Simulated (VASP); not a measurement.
# SiNi (Pnma) in VASP: a series of runs

SiNi is run at these levels: PBEsol; tasks: single point.

All numbers are computed with VASP 6.6.1; they aren't measurements. Logs are shortened: lines on timing, memory, paths and dates and some standing lists are left out, and cuts for length are marked.

## (1) The cell of the first run

Symmetry: Pnma, No. 62, orthorhombic system. Conventional cell: a = 4.935 Å, b = 3.257 Å, c = 5.528 Å, α = 90.00°, β = 90.00°, γ = 90.00°. Si (site symmetry m) has 6 Ni at 2.23 to 2.36 Å and 2 Si at 2.58 Å within 2.9 Å. Ni (site symmetry m) has 6 Si at 2.23 to 2.36 Å and 4 Ni at 2.56 to 2.64 Å within 2.9 Å.

## (2) Single point, PBEsol (strain -0.030 along x and y, +0.000 along z)

INCAR

```
ALGO     = Normal         # electronic algorithm
EDIFF    = 1E-6           # SCF threshold, eV
ENCUT    = 520            # plane-wave cutoff, eV
GGA      = PS             # functional
ISIF     = 2              # what is computed and relaxed
ISMEAR   = 0              # smearing method
LASPH    = True           # aspherical terms in the spheres
LCHARG   = False          # write CHGCAR
LREAL    = False          # projectors in reciprocal space
LWAVE    = False          # write WAVECAR
NBANDS   = 38             # bands
NELM     = 80             # most SCF steps
PREC     = Accurate       # precision mode
SIGMA    = 0.15           # smearing width, eV
```

KPOINTS

```
k-points
0
Gamma
  8 12 8
```

POSCAR

```
SiNi
1.0
    4.9351934525      0.0000000000      0.0000000000
    0.0000000000      3.2570383932      0.0000000000
    0.0000000000      0.0000000000      5.5278300970
Si Ni
4 4
Direct
    0.3214276689      0.7500000000      0.0865554891
    0.1785723311      0.2500000000      0.5865554891
    0.8214276689      0.7500000000      0.4134445109
    0.6785723311      0.2500000000      0.9134445109
    0.0093007299      0.2500000000      0.1873863599
    0.4906992701      0.7500000000      0.6873863599
    0.5093007299      0.2500000000      0.3126136401
    0.9906992701      0.7500000000      0.8126136401
```

Potentials or basis: VASP PAW PBE potentials, release 64 (Si, Ni).

Started as:

```sh
> cat potpaw_PBE.64/Si/POTCAR potpaw_PBE.64/Ni/POTCAR > POTCAR
> mpirun -np 1 vasp_std > vasp.out
```

OUTCAR:

```text
EDIFF = 1E-6
   ENCUT = 520
   GGA = PS
   ISIF = 2
   ISMEAR = 0
   LASPH = True
   LREAL = False
   NELM = 80
   PREC = Accurate

 ion  position               nearest neighbor table
   1  0.321  0.750  0.087-   8 2.23   7 2.25   7 2.25   5 2.31   5 2.31   6 2.36   4 2.58   4 2.58
                             3 3.06   3 3.06
   2  0.179  0.250  0.587-   7 2.23   8 2.25   8 2.25   6 2.31   6 2.31   5 2.36   3 2.58   3 2.58
                             4 3.06   4 3.06
   3  0.821  0.750  0.413-   6 2.23   5 2.25   5 2.25   7 2.31   7 2.31   8 2.36   2 2.58   2 2.58
                             1 3.06   1 3.06
   4  0.679  0.250  0.913-   5 2.23   6 2.25   6 2.25   8 2.31   8 2.31   7 2.36   1 2.58   1 2.58
                             2 3.06   2 3.06
   5  0.009  0.250  0.187-   4 2.23   3 2.25   3 2.25   1 2.31   1 2.31   2 2.36   7 2.56   7 2.56
                             8 2.64   8 2.64
   6  0.491  0.750  0.687-   3 2.23   4 2.25   4 2.25   2 2.31   2 2.31   1 2.36   8 2.56   8 2.56
                             7 2.64   7 2.64
   7  0.509  0.250  0.313-   2 2.23   1 2.25   1 2.25   3 2.31   3 2.31   4 2.36   5 2.56   5 2.56
                             6 2.64   6 2.64
   8  0.991  0.750  0.813-   1 2.23   2 2.25   2 2.25   4 2.31   4 2.31   3 2.36   6 2.56   6 2.56
                             5 2.64   5 2.64

  LATTYP: Found a simple orthorhombic cell.
 ALAT       =     3.2570383932
 B/A-ratio  =     1.5152395694
 C/A-ratio  =     1.6971952521

  Lattice vectors:

 A1 = (   0.0000000000,  -3.2570383932,   0.0000000000)
 A2 = (   4.9351934525,   0.0000000000,   0.0000000000)
 A3 = (   0.0000000000,   0.0000000000,   5.5278300970)

Analysis of symmetry for initial positions (statically):
=====================================================================
 Subroutine PRICEL returns:
 Original cell was already a primitive cell.

 Routine SETGRP: Setting up the symmetry group for a
 simple orthorhombic supercell.

 Subroutine GETGRP returns: Found  8 space group operations
 (whereof  2 operations were pure point group operations)
 out of a pool of  8 trial point group operations.

The static configuration has the point symmetry S_2 .
 The point group associated with its full space group is D_2h.

Analysis of symmetry for dynamics (positions and initial velocities):
=====================================================================
 Subroutine PRICEL returns:
 Original cell was already a primitive cell.

 Routine SETGRP: Setting up the symmetry group for a
 simple orthorhombic supercell.

 Subroutine GETGRP returns: Found  8 space group operations
 (whereof  2 operations were pure point group operations)
 out of a pool of  8 trial point group operations.

The dynamic configuration has the point symmetry S_2 .
 The point group associated with its full space group is D_2h.

 Subroutine INISYM returns: Found  8 space group operations
 (whereof  2 operations are pure point group operations),
 and found     1 'primitive' translations

----------------------------------------------------------------------------------------

                                     Primitive cell

  volume of cell :      88.8550

  direct lattice vectors                    reciprocal lattice vectors
     4.935193453  0.000000000  0.000000000     0.202626302  0.000000000  0.000000000
     0.000000000  3.257038393  0.000000000     0.000000000  0.307027391  0.000000000
     0.000000000  0.000000000  5.527830097     0.000000000  0.000000000  0.180902810

  length of vectors
     4.935193453  3.257038393  5.527830097     0.202626302  0.307027391  0.180902810

  position of ions in fractional coordinates (direct lattice)
     0.321427669  0.750000000  0.086555489
     0.178572331  0.250000000  0.586555489
     0.821427669  0.750000000  0.413444511
     0.678572331  0.250000000  0.913444511
     0.009300730  0.250000000  0.187386360
     0.490699270  0.750000000  0.687386360
     0.509300730  0.250000000  0.312613640
     0.990699270  0.750000000  0.812613640

  ion indices of the primitive-cell ions
   primitive index   ion index
                 1           1
                 2           2
                 3           3
                 4           4
                 5           5
                 6           6
                 7           7
                 8           8

----------------------------------------------------------------------------------------

 KPOINTS: k-points

Automatic generation of k-mesh.
 Grid dimensions read from file:
 generate k-points for:    8   12    8

 Generating k-lattice:

  Cartesian coordinates                     Fractional coordinates (reciprocal lattice)
     0.025328288  0.000000000  0.000000000     0.125000000  0.000000000  0.000000000
     0.000000000  0.025585616  0.000000000     0.000000000  0.083333333  0.000000000
     0.000000000  0.000000000  0.022612851     0.000000000  0.000000000  0.125000000

  Length of vectors
     0.025328288  0.025585616  0.022612851

  Shift w.r.t. Gamma in fractional coordinates (k-lattice)
     0.000000000  0.000000000  0.000000000

 Subroutine IBZKPT returns following result:
 ===========================================

 Found    175 irreducible k-points:

 Following reciprocal coordinates:
            Coordinates               Weight
  0.000000  0.000000  0.000000      1.000000
  0.125000  0.000000  0.000000      2.000000
  0.250000  0.000000  0.000000      2.000000
  0.375000  0.000000  0.000000      2.000000
  0.500000  0.000000  0.000000      1.000000
  0.000000  0.083333  0.000000      2.000000
[... 16 lines left out ...]
  0.250000  0.333333  0.000000      4.000000
  0.375000  0.333333  0.000000      4.000000
 [... further k-points ...]
   k-points           NKPTS =    175   k-points in BZ     NKDIM =    175   number of bands    NBANDS=     38
   number of dos      NEDOS =    301   number of ions     NIONS =      8
   total plane-waves  NPLWV =  40320
   dimension x,y,z NGX =    40 NGY =   24 NGZ =   42
   dimension x,y,z NGXF=    80 NGYF=   48 NGZF=   84
   ions per type =               4   4
   NGX,Y,Z   is equivalent  to a cutoff of  13.47, 12.25, 12.63 a.u.
   NGXF,Y,Z  is equivalent  to a cutoff of  26.95, 24.50, 25.26 a.u.
 SYSTEM =  unknown system
   PREC   = accura    normal or accurate (medium, high low for compatibility)
   ISTART =      0    job   : 0-new  1-cont  2-samecut
   ICHARG =      2    charge: 1-file 2-atom 10-const
   ISPIN  =      1    spin polarized calculation?
   LNONCOLLINEAR =      F non collinear calculations
   LSORBIT =      F    spin-orbit coupling
   LASPH  =      T    aspherical Exc in radial PAW
   ENCUT  =  520.0 eV  38.22 Ry    6.18 a.u.   9.18  6.06 10.28*2*pi/ulx,y,z
   NELM   =     80;   NELMIN=  2; NELMDL= -5     # of ELM steps
   EDIFF  = 0.1E-05   stopping-criterion for ELM
   LREAL  =      F    real-space projection
   EDIFFG = 0.1E-04   stopping-criterion for IOM
   NSW    =      0    number of steps for IOM
   IBRION =     -1    ionic relax: 0-MD 1-quasi-New 2-CG
   NFREE  =      0    steps in history (QN), initial steepest desc. (CG)
   ISIF   =      2    stress and relaxation
   ISYM   =      2    0-nonsym 1-usesym 2-fastsym
   POTIM  = 0.5000    time-step for ionic-motion
   TEBEG  =    0.0;   TEEND  =   0.0 temperature during run
   PSTRESS=    0.0 pullay stress
   NELECT =      56.0000    total number of electrons
   NUPDOWN=      -1.0000    fix difference up-down
   EMIN   =  10.00;   EMAX   =-10.00  energy-range for DOS
   EFERMI =   0.00;   METHOD = LEGACY
   ISMEAR =     0;   SIGMA  =   0.15  broadening in eV -4-tet -1-fermi 0-gaus
   EFERMI_NEDOS =   21; number of points for ismear=-14 and -15
   IALGO  =     38    algorithm
   IMIX   =      4    mixing-type and parameters
     AMIX     =   0.40;   BMIX     =  1.00
     AMIX_MAG =   1.60;   BMIX_MAG =  1.00
  volume/ion in A,a.u.               =      11.11        74.95
  Fermi-wavevector in a.u.,A,eV,Ry     =   1.403601  2.652421 26.804771  1.970095
  Thomas-Fermi vector in A             =   2.526246
   LORBIT       =      0    0 simple, 1 ext, 2 COOP (PROOUT), +10 PAW based schemes
   GGA     = PS    functional components
   LHFCALC =     F    Hartree Fock is set to
   AEXX    =    0.0000 exact exchange contribution
   IVDW    =     0    specifies the selected vdW correction
   LEPSILON=     F    determine dielectric tensor
   LRPA    =     F    only Hartree local field effects (RPA)
 non-spin polarized calculation
 Gauss-broadening in eV      SIGMA  =   0.15
  energy-cutoff  :      520.00
  volume of cell :       88.85
 maximum number of plane-waves:      2416
 NGX is ok and might be reduce to    40
   NGX = 19   NGY = 13   NGZ = 21

 number of electron      56.0000019 magnetization

 Free energy of the ion-electron system (eV)
  ---------------------------------------------------
  ext. energy  EPLUGINS =         0.00000000
  ---------------------------------------------------
  free energy    TOTEN  =       -51.99650785 eV

  energy without entropy =      -51.97754524  energy(sigma->0) =      -51.98702654

 E-fermi :  11.6675     XC(G=0): -12.7586

 val. band max:       11.6582483611   @ k =   0.0000   0.5000   0.3750
 cond. band min:      11.6698922277   @ k =   0.1250   0.4167   0.1250
 fundamental gap:      0.0116438666
 Fermi energy:        11.6674765291

 k-point     1 :       0.0000    0.0000    0.0000
  band No.  band energies     occupation
      1      -2.1364      2.00000
      2       1.4322      2.00000
      3       2.5894      2.00000
      4       3.6273      2.00000
      5       4.5893      2.00000
      6       5.1590      2.00000
[... 30 lines left out ...]
     37      18.4559      0.00000
     38      18.6707      0.00000

 k-point     2 :       0.1250    0.0000    0.0000
  band No.  band energies     occupation
      1      -2.0437      2.00000
      2       1.2805      2.00000
      3       2.6606      2.00000
      4       3.1497      2.00000
      5       5.0089      2.00000
      6       5.2732      2.00000
[... 30 lines left out ...]
     37      18.4448      0.00000
     38      18.6870      0.00000
[... 859 lines left out ...]
     37      17.9483      0.00000
     38      19.3539      0.00000

 k-point    24 :       0.3750    0.3333    0.0000
  band No.  band energies     occupation
      1       0.1452      2.00000
      2       1.3499      2.00000
      3       3.4355      2.00000
      4       3.6436      2.00000
      5       5.1363      2.00000
      6       5.2935      2.00000
[... 30 lines left out ...]
     37      17.9096      0.00000
     38      18.8034      0.00000

 [... further k-points ...]
[... 5 lines left out ...]
  --------------------------------------------------------------------------------------
  -------------------------------------------------------------------------------------
  Total        9.6402254      8.8271032      4.9601596      0.0000000      0.0000000      0.0000000
  in kB      173.8265158    159.1648056     89.4384960      0.0000000      0.0000000      0.0000000
  external PRESSURE =     140.8099391 kB  Pullay stress =       0.0000000 kB

 VOLUME and BASIS-vectors are now :
 -----------------------------------------------------------------------------
  energy-cutoff  :      520.00
  volume of cell :       88.85
      direct lattice vectors                 reciprocal lattice vectors
     4.935193453  0.000000000  0.000000000     0.202626302  0.000000000  0.000000000
     0.000000000  3.257038393  0.000000000     0.000000000  0.307027391  0.000000000
     0.000000000  0.000000000  5.527830097     0.000000000  0.000000000  0.180902810

 POSITION                                       TOTAL-FORCE (eV/Angst)
 -----------------------------------------------------------------------------------
      1.58631      2.44278      0.47846         0.073865      0.000000     -0.134473
      0.88129      0.81426      3.24238        -0.073865      0.000000     -0.134473
      4.05390      2.44278      2.28545         0.073865     -0.000000      0.134473
      3.34889      0.81426      5.04937        -0.073865     -0.000000      0.134473
      0.04590      0.81426      1.03584         0.060206     -0.000000     -0.062056
      2.42170      2.44278      3.79976        -0.060206      0.000000     -0.062056
      2.51350      0.81426      1.72808         0.060206     -0.000000      0.062056
      4.88929      2.44278      4.49199        -0.060206     -0.000000      0.062056
 -----------------------------------------------------------------------------------
    total drift:                               -0.000000      0.000000      0.000000

  FREE ENERGIE OF THE ION-ELECTRON SYSTEM (eV)
  ---------------------------------------------------
  free  energy   TOTEN  =       -51.9965078525 eV

  energy  without entropy=      -51.9775452374  energy(sigma->0) =      -51.98702654
```

It took 4.9 min on 1 thread of AMD EPYC 9R45 (Zen 5), shared host; peak memory 0.49 GiB.

Results:

```yaml
Free_energy: -51.9965 eV
Pressure: 14.1 GPa
Largest_force: 0.153 eV/Å
Band_gap_on_the_k_mesh: zero (bands 28 and 29 overlap by 2.13 eV)
```

Forces in eV/Å, atoms in the order of the input:
```
Si   0.074  0.000 -0.134
Si  -0.074  0.000 -0.134
Si   0.074  0.000  0.134
Si  -0.074  0.000  0.134
Ni   0.060  0.000 -0.062
Ni  -0.060  0.000 -0.062
Ni   0.060  0.000  0.062
Ni  -0.060  0.000  0.062
```

Caveat: the cell differs from its parent crystal (strain -0.030 along x and y, +0.000 along z); the cell stands under pressure; the PAW data sets were made with another functional, which shifts forces and pressure a little.

## (3) Single point, PBEsol (strain -0.030 along x and y, +0.015 along z)

INCAR

```
  ALGO = Normal
  EDIFF = 1E-7
  ENCUT = 520
  GGA = PS
  ISIF = 2
  ISMEAR = 0
  LASPH = T
  LCHARG = T
  LELF = T
  LREAL = F
  LVHAR = T
  LWAVE = F
  NBANDS = 38
  NELM = 60
  PREC = Accurate
  SIGMA = 0.15
```

KPOINTS is that of step 2.

POSCAR: that of step 2 with these lines changed.

```diff
@@ -4,3 +4,3 @@
     0.0000000000      3.2570383932      0.0000000000
-    0.0000000000      0.0000000000      5.5278300970
+    0.0000000000      0.0000000000      5.6107475485
 Si Ni
```

Potentials or basis: VASP PAW PBE potentials, release 64 (Si, Ni).

Started as:

```sh
> cat potpaw_PBE.64/Si/POTCAR potpaw_PBE.64/Ni/POTCAR > POTCAR
> mpirun -np 1 vasp_std > vasp.out
```

It took 5.4 min on 1 thread of AMD EPYC 9R45 (Zen 5), shared host; peak memory 0.49 GiB.

Results (log left out):

- Free energy: -52.0485 eV
- Pressure: 10.6 GPa
- Largest force: 0.229 eV/Å
- Band gap on the k mesh: zero (bands 28 and 29 overlap by 2.19 eV)

Forces on the atoms (eV/Å):
```
Si   0.037  0.000 -0.226
Si  -0.037  0.000 -0.226
Si   0.037  0.000  0.226
Si  -0.037  0.000  0.226
Ni   0.000  0.000  0.007
Ni   0.000  0.000  0.007
Ni   0.000  0.000 -0.007
Ni   0.000  0.000 -0.007
```

Stress tensor (GPa, compression positive):
```
15.12  0.00  0.00
 0.00 13.17  0.00
 0.00  0.00  3.64
```

Levels at points of the mesh, in eV from the Fermi level:
| k point | band 26 | band 27 | band 28 | band 29 | band 30 | band 31 |
| --- | --- | --- | --- | --- | --- | --- |
| (0.00, 0.00, 0.00) | -1.20 | -1.10 | -1.04 | 0.67 | 1.44 | 3.55 |
| (0.50, 0.00, 0.00) | -2.04 | 1.28 | 1.28 | 1.37 | 1.37 | 4.16 |
| (0.00, 0.50, 0.00) | -2.09 | -1.64 | -1.64 | -0.69 | -0.69 | 1.96 |
| (0.50, 0.50, 0.00) | -1.89 | -1.89 | -1.89 | 0.40 | 0.40 | 0.40 |
| (0.00, 0.00, 0.50) | -1.67 | -0.42 | -0.42 | 0.97 | 0.97 | 3.48 |
| (0.50, 0.00, 0.50) | -1.43 | 0.85 | 0.85 | 2.50 | 2.50 | 2.89 |
| (0.00, 0.50, 0.50) | -2.19 | -1.85 | -1.85 | 0.12 | 0.12 | 1.64 |
| (0.50, 0.50, 0.50) | -2.09 | -2.09 | -2.09 | 2.49 | 2.49 | 2.49 |

Caveat: the cell differs from its parent crystal (strain -0.030 along x and y, +0.015 along z); the cell stands under pressure; the PAW data sets were made with another functional, which shifts forces and pressure a little.
